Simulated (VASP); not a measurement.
# CsCl in VASP: notebook, part 2 of 2

VASP 6.6.1. The steps go on from the part before.

### 3 Single point, PBE (uniaxial x strain -1.0%)

Input file INCAR:

```
PREC = Accurate ; ENCUT = 500
EDIFF = 1E-6 ; ISMEAR = -1
SIGMA = 0.02 ; LREAL = F
LASPH = T ; NELM = 120
ALGO = Normal ; ISIF = 2
LWAVE = F ; LCHARG = T
GGA = PE ; LELF = T
LVHAR = T ; NBANDS = 15
GGA_COMPAT = F
```

Input file KPOINTS:

```
regular mesh
0
Gamma
  6 6 6
```

Input file POSCAR:

```
CsCl
1.0
    4.0971191843      0.0000000000      0.0000000000
    0.0000000000      4.1368327790      0.0000000000
    0.0000000000      0.0000000000      4.1368327790
Cs Cl
1 1
Direct
    0.0000000000      0.0000000000      0.0000000000
    0.5000000000      0.5000000000      0.5000000000
```

Potentials or basis: VASP PAW PBE potentials, release 64 (Cs_sv, Cl).

The run is started by

```sh
$ cat potpaw_PBE.64/Cs_sv/POTCAR potpaw_PBE.64/Cl/POTCAR > POTCAR
$ mpirun -np 1 vasp_std > vasp.out
```

OUTCAR:

```text
PREC = Accurate
   ENCUT = 500
   EDIFF = 1E-6
   ISMEAR = -1
   LREAL = F
   LASPH = T
   NELM = 120
   ISIF = 2
   GGA = PE

 ion  position               nearest neighbor table
   1  0.000  0.000  0.000-
   2  0.500  0.500  0.500-

  LATTYP: Found a simple tetragonal cell.
 ALAT       =     4.1368327790
 C/A-ratio  =     0.9904000000

  Lattice vectors:

 A1 = (   0.0000000000,   4.1368327790,   0.0000000000)
 A2 = (   0.0000000000,   0.0000000000,   4.1368327790)
 A3 = (   4.0971191843,   0.0000000000,   0.0000000000)

Analysis of symmetry for initial positions (statically):
=====================================================================
 Subroutine PRICEL returns:
 Original cell was already a primitive cell.

 Routine SETGRP: Setting up the symmetry group for a
 simple tetragonal supercell.

 Subroutine GETGRP returns: Found 16 space group operations
 (whereof 16 operations were pure point group operations)
 out of a pool of 16 trial point group operations.

The static configuration has the point symmetry D_4h.

[... 163 lines left out ...]
 cond. band min:       4.9370807034   @ k =   0.0000   0.0000   0.0000
 fundamental gap:      5.2357770377
 Fermi energy:         0.1225067368

 k-point     1 :       0.0000    0.0000    0.0000
  band No.  band energies     occupation
      1     -19.7016      2.00000
      2     -12.4956      2.00000
      3      -6.1978      2.00000
      4      -6.1978      2.00000
      5      -6.1703      2.00000
      6      -0.3278      2.00000
      7      -0.3278      2.00000
      8      -0.2987      2.00000
      9       4.9371      0.00000
     10       5.0668      0.00000
     11       5.0889      0.00000
     12       9.6507      0.00000
     13       9.7369      0.00000
     14       9.7369      0.00000
[... 401 lines left out ...]
      2     -12.4182      2.00000
      3      -6.8929      2.00000
      4      -6.6958      2.00000
      5      -6.1972      2.00000
      6      -0.9883      2.00000
      7      -0.9277      2.00000
      8      -0.5624      2.00000
      9       6.4697      0.00000
     10       6.5847      0.00000
     11       7.9198      0.00000
     12       7.9252      0.00000
     13       9.3113      0.00000
     14      10.7598      0.00000
     15      12.3616      0.00000

 [... further k-points ...]
[... 5 lines left out ...]
  --------------------------------------------------------------------------------------
  -------------------------------------------------------------------------------------
  Total        0.5237440      0.4033682      0.4033682     -0.0000000      0.0000000      0.0000000
  in kB       11.9678213      9.2171713      9.2171713     -0.0000000      0.0000000      0.0000000
  external PRESSURE =      10.1340546 kB  Pullay stress =       0.0000000 kB

 VOLUME and BASIS-vectors are now :
 -----------------------------------------------------------------------------
  energy-cutoff  :      500.00
  volume of cell :       70.12
      direct lattice vectors                 reciprocal lattice vectors
     4.097119184  0.000000000  0.000000000     0.244073935  0.000000000  0.000000000
     0.000000000  4.136832779  0.000000000     0.000000000  0.241730825  0.000000000
     0.000000000  0.000000000  4.136832779     0.000000000  0.000000000  0.241730825

 POSITION                                       TOTAL-FORCE (eV/Angst)
 -----------------------------------------------------------------------------------
      0.00000      0.00000      0.00000         0.000000      0.000000      0.000000
      2.04856      2.06842      2.06842         0.000000      0.000000      0.000000
 -----------------------------------------------------------------------------------
    total drift:                                0.000000      0.000000      0.000000

  FREE ENERGIE OF THE ION-ELECTRON SYSTEM (eV)
  ---------------------------------------------------
  free  energy   TOTEN  =        -6.5267026750 eV

  energy  without entropy=       -6.5267026750  energy(sigma->0) =       -6.52670267
```

OSZICAR:

```text
N       E                     dE             d eps       ncg     rms          rms(c)
DAV:   1     0.879781327961E+02    0.87978E+02   -0.66813E+03  1200   0.890E+02
DAV:   2    -0.229222831186E+00   -0.88207E+02   -0.80569E+02  1668   0.157E+02
DAV:   3    -0.688270837461E+01   -0.66535E+01   -0.66245E+01  1599   0.478E+01
DAV:   4    -0.694118683117E+01   -0.58478E-01   -0.58468E-01  1417   0.548E+00
DAV:   5    -0.694185239266E+01   -0.66556E-03   -0.66555E-03  1662   0.597E-01    0.234E+00
DAV:   6    -0.657004757399E+01    0.37180E+00   -0.41959E-01  1529   0.369E+00    0.167E+00
DAV:   7    -0.652576798959E+01    0.44280E-01   -0.14712E-01  1550   0.205E+00    0.111E+00
DAV:   8    -0.652685091681E+01   -0.10829E-02   -0.18225E-02  1445   0.844E-01    0.213E-01
DAV:   9    -0.652647162093E+01    0.37930E-03   -0.24280E-03  1571   0.266E-01    0.103E-01
DAV:  10    -0.652669364142E+01   -0.22202E-03   -0.34088E-04  1382   0.130E-01    0.133E-02
DAV:  11    -0.652670281927E+01   -0.91779E-05   -0.19963E-05  1578   0.304E-02    0.137E-02
DAV:  12    -0.652670267496E+01    0.14431E-06   -0.90686E-06  1459   0.180E-02
   1 F= -.65267027E+01 E0= -.65267027E+01  d E =-.643984E-11
```

stdout:

```text
POSCAR found type information on POSCAR CsCl
 POSCAR found :  2 types and       2 ions
 scaLAPACK will be used
 LDA part: xc-table for (Slater+PW92), standard interpolation
 POSCAR, INCAR and KPOINTS ok, starting setup
 FFT: planning ... GRIDC
 FFT: planning ... GRID_SOFT
 FFT: planning ... GRID
 WAVECAR not read
 entering main loop
```

Run time: 19 s. Hardware: 1 thread of Intel Xeon Platinum 8488C (Sapphire Rapids), shared host; peak memory 0.18 GiB.

What came out:

```yaml
Free_energy: -6.5267 eV
Pressure: 1.0 GPa
Band_gap_on_the_k_mesh: 5.24 eV, direct
```

Stress tensor (GPa, compression positive):
```
1.20 0.00 0.00
0.00 0.92 0.00
0.00 0.00 0.92
```

Caveat: the cell differs from its parent crystal (uniaxial x strain -1.0%); spin-orbit coupling is left out, which moves the levels of the heavy elements. A k mesh can miss the band edges.

### 4 Single point, r2SCAN (strain +5.4%)

Input file POSCAR:

```
CsCl
1.0
    4.3589806992      0.0000000000      0.0000000000
    0.0000000000      4.3589806992      0.0000000000
    0.0000000000      0.0000000000      4.3589806992
Cs Cl
1 1
Direct
    0.0000000000      0.0000000000      0.0000000000
    0.5000000000      0.5000000000      0.5000000000
```

Input file INCAR.step1:

```
  ALGO = Normal
  EDIFF = 1E-5
  ENCUT = 550
  GGA = PE
  GGA_COMPAT = False
  ISMEAR = 0
  LASPH = True
  LCHARG = False
  LREAL = False
  LWAVE = True
  NBANDS = 15
  NELM = 120
  PREC = Accurate
  SIGMA = 0.01
```

Input file INCAR.step2:

```
  ALGO = Normal
  EDIFF = 1E-6
  ENCUT = 550
  GGA_COMPAT = False
  ISIF = 2
  ISMEAR = 0
  ISTART = 1
  LASPH = True
  LCHARG = True
  LELF = True
  LMIXTAU = True
  LREAL = False
  LVHAR = True
  LWAVE = False
  METAGGA = R2SCAN
  NBANDS = 15
  NELM = 120
  PREC = Accurate
  SIGMA = 0.01
```

Input file KPOINTS:

```
k-points
0
Gamma
  6 6 6
```

Potentials or basis: VASP PAW PBE potentials, release 64 (Cs_sv, Cl).

The run is started by

```sh
$ cat potpaw_PBE.64/Cs_sv/POTCAR potpaw_PBE.64/Cl/POTCAR > POTCAR
$ cp INCAR.step1 INCAR
$ mpirun -np 1 vasp_std > vasp.out
$ cp INCAR.step2 INCAR
$ mpirun -np 1 vasp_std > vasp.out
```

OUTCAR:

```text
EDIFF = 1E-6
   ENCUT = 550
   ISIF = 2
   ISMEAR = 0
   ISTART = 1
   LASPH = True
   LREAL = False
   METAGGA = R2SCAN
   NELM = 120
   PREC = Accurate

 ion  position               nearest neighbor table
   1  0.000  0.000  0.000-
   2  0.500  0.500  0.500-

  LATTYP: Found a simple cubic cell.
 ALAT       =     4.3589806992

  Lattice vectors:

 A1 = (   4.3589806992,   0.0000000000,   0.0000000000)
 A2 = (   0.0000000000,   4.3589806992,   0.0000000000)
 A3 = (   0.0000000000,   0.0000000000,   4.3589806992)

Analysis of symmetry for initial positions (statically):
=====================================================================
 Subroutine PRICEL returns:
 Original cell was already a primitive cell.

 Routine SETGRP: Setting up the symmetry group for a
 simple cubic supercell.

 Subroutine GETGRP returns: Found 48 space group operations
 (whereof 48 operations were pure point group operations)
 out of a pool of 48 trial point group operations.

The static configuration has the point symmetry O_h .

[... 165 lines left out ...]
      1     -21.6337      2.00000
      2     -13.9956      2.00000
      3      -7.8405      2.00000
      4      -7.8405      2.00000
      5      -7.8405      2.00000
      6      -1.4605      2.00000
      7      -1.4605      2.00000
      8      -1.4605      2.00000
      9       3.8448      0.00000
     10       4.5186      0.00000
     11       4.5186      0.00000
     12       8.6644      0.00000
     13       8.6644      0.00000
     14       8.6644      0.00000
[... 329 lines left out ...]
      2     -13.8816      2.00000
      3      -8.1993      2.00000
      4      -8.1993      2.00000
      5      -8.1993      2.00000
      6      -2.2103      2.00000
      7      -2.2103      2.00000
      8      -2.2103      2.00000
      9       7.0052      0.00000
     10       7.0052      0.00000
     11       7.0052      0.00000
     12       8.8782      0.00000
     13       8.8782      0.00000
     14       8.8782      0.00000
     15      10.4615      0.00000

------------------------ aborting loop because EDIFF is reached ----------------------------------------

  FORCE on cell =-STRESS in cart. coord.  units (eV):
  Direction    XX          YY          ZZ          XY          YZ          ZX
  --------------------------------------------------------------------------------------
  -------------------------------------------------------------------------------------
  Total       -0.9719890     -0.9719890     -0.9719890      0.0000000      0.0000000      0.0000000
  in kB      -18.8025641    -18.8025641    -18.8025641      0.0000000      0.0000000      0.0000000
  external PRESSURE =     -18.8025641 kB  Pullay stress =       0.0000000 kB

 VOLUME and BASIS-vectors are now :
 -----------------------------------------------------------------------------
  energy-cutoff  :      550.00
  volume of cell :       82.82
      direct lattice vectors                 reciprocal lattice vectors
     4.358980699  0.000000000  0.000000000     0.229411431  0.000000000  0.000000000
     0.000000000  4.358980699  0.000000000     0.000000000  0.229411431  0.000000000
     0.000000000  0.000000000  4.358980699     0.000000000  0.000000000  0.229411431

 POSITION                                       TOTAL-FORCE (eV/Angst)
 -----------------------------------------------------------------------------------
      0.00000      0.00000      0.00000         0.000000      0.000000      0.000000
      2.17949      2.17949      2.17949         0.000000      0.000000      0.000000
 -----------------------------------------------------------------------------------
    total drift:                                0.000000      0.000000      0.000000

  FREE ENERGIE OF THE ION-ELECTRON SYSTEM (eV)
  ---------------------------------------------------
  free  energy   TOTEN  =       -35.4467258778 eV

  energy  without entropy=      -35.4467258778  energy(sigma->0) =      -35.44672588
```

OUTCAR.step1:

```text
EDIFF = 1E-5
   ENCUT = 550
   GGA = PE
   ISMEAR = 0
   LASPH = True
[... 574 lines left out ...]
 -----------------------------------------------------------------------------------
      0.00000      0.00000      0.00000         0.000000      0.000000      0.000000
      2.17949      2.17949      2.17949         0.000000      0.000000      0.000000
 -----------------------------------------------------------------------------------
    total drift:                                0.000000      0.000000      0.000000

  FREE ENERGIE OF THE ION-ELECTRON SYSTEM (eV)
  ---------------------------------------------------
  free  energy   TOTEN  =        -6.5091509662 eV

  energy  without entropy=       -6.5091509662  energy(sigma->0) =       -6.50915097
```

Run time: 61 s. Hardware: 1 thread of Intel Xeon Platinum 8488C (Sapphire Rapids), shared host; peak memory 0.22 GiB.

What came out:

| Quantity | Value |
| --- | --- |
| Free energy | -35.4467 eV |
| Pressure | -1.9 GPa |
| Band gap on the k mesh | 5.30 eV, indirect (the least direct gap lies 4.9 meV higher) |

Caveat: the cell differs from its parent crystal (strain +5.4%); the PAW data sets were made with another functional, which shifts forces and pressure a little; spin-orbit coupling is left out, which moves the levels of the heavy elements.

### 5 Overview

| level | cell | cutoff (eV) | smearing | gap on the mesh (eV) | pressure (GPa) |
| --- | --- | --- | --- | --- | --- |
| PBE | a = 4.359 Å, 2 atoms | 500 | fermi-dirac 0.02 eV | 4.57 | -1.2 |
| PBE | a = 4.097, b = 4.137, c = 4.137 Å, 2 atoms | 500 | fermi-dirac 0.02 eV | 5.24 | 1.0 |
| r2SCAN | a = 4.359 Å, 2 atoms | 550 | gaussian 0.01 eV | 5.30 | -1.9 |

Alike in all rows: task single point; potentials or basis VASP PAW PBE potentials, release 64 (Cs_sv, Cl); no spin polarisation; k mesh 6 × 6 × 6.

Caveats: spin-orbit coupling is left out, which moves the levels of the heavy elements; the PAW data sets were made with another functional, which shifts forces and pressure a little (some runs).

Absolute energies hang on the potentials; compare differences alone.
